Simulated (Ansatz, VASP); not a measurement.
**Two plane-wave programs on ZnO**

```
Zn O
1.0
     3.41187    0.00000    0.00000
    -1.70593    2.95476    0.00000
     0.00000    0.00000    5.33390
Zn O
2 2
Cartesian
  0.0000 1.9698 0.0000
  1.7059 0.9849 2.6669
  0.0000 1.9698 2.0381
  1.7059 0.9849 4.7050
```

Change from the starting cell: strain +0.050 along x and y, +0.025 along z, atoms carried along.

Alike in both runs: task single point; functional PBEsol; k mesh 9 × 9 × 6; occupations gaussian, width 0.05 eV; no spin polarisation.

|  | VASP | Ansatz |
| --- | --- | --- |
| version | VASP 6.6.1 | Ansatz 0.2.0 |
| potentials or method | VASP PAW PBE potentials, release 64 (Zn, O), cutoff 520 eV | scalar-relativistic, plane waves, PAW |
| valence electrons in the cell | 36 | 36 |

Ansatz gave:

```
gap on the k mesh at the Fermi level (eV)                     : 0.55
least direct gap on the mesh (eV)                             : 0.55
pressure (GPa)                                                : -14.3
traceless stress, the component that is largest in VASP (GPa) : 2.64
rms of the force components (eV/Å)                            : 0.024
```

Problem. What did VASP give for the same quantities?

Solution. gap on the k mesh at the Fermi level (eV): 0.53; least direct gap on the mesh (eV): 0.53; pressure (GPa): -13.7; traceless stress, the component that is largest in VASP (GPa): 2.71; rms of the force components (eV/Å): 0.030.

VASP's potentials were made for PBE, not for PBEsol. Atom by atom the forces differ by 0.006 eV/Å (rms over components). The functional is the same, so the differences come from potentials, cutoffs and numerics.
